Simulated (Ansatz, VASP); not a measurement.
## Ti: VASP beside Ansatz

```
Ti
1.0
    -1.65741    1.64100    1.64100
     1.64100   -1.65741    1.64100
     1.64100    1.64100   -1.65741
Ti
1
Direct
  0.00000 0.00000 0.00000
```

Alike in both runs: task single point; functional PBEsol; k mesh 15 × 15 × 15; occupations fermi-dirac, width 0.15 eV; no spin polarisation.

|  | VASP | Ansatz |
| --- | --- | --- |
| version | VASP 6.6.1 | Ansatz 0.2.0 |
| potentials or method | VASP PAW PBE potentials, release 64 (Ti_sv), cutoff 520 eV | plane waves, PAW |
| valence electrons in the cell | 12 | 12 |

```tsv
	VASP	Ansatz	Ansatz less VASP
pressure (GPa)	-6.0	-5.8	+0.17
traceless stress, the component that is largest in VASP (GPa)	0.34	0.34	+0.001
```

VASP's potentials were made for PBE, not for PBEsol.
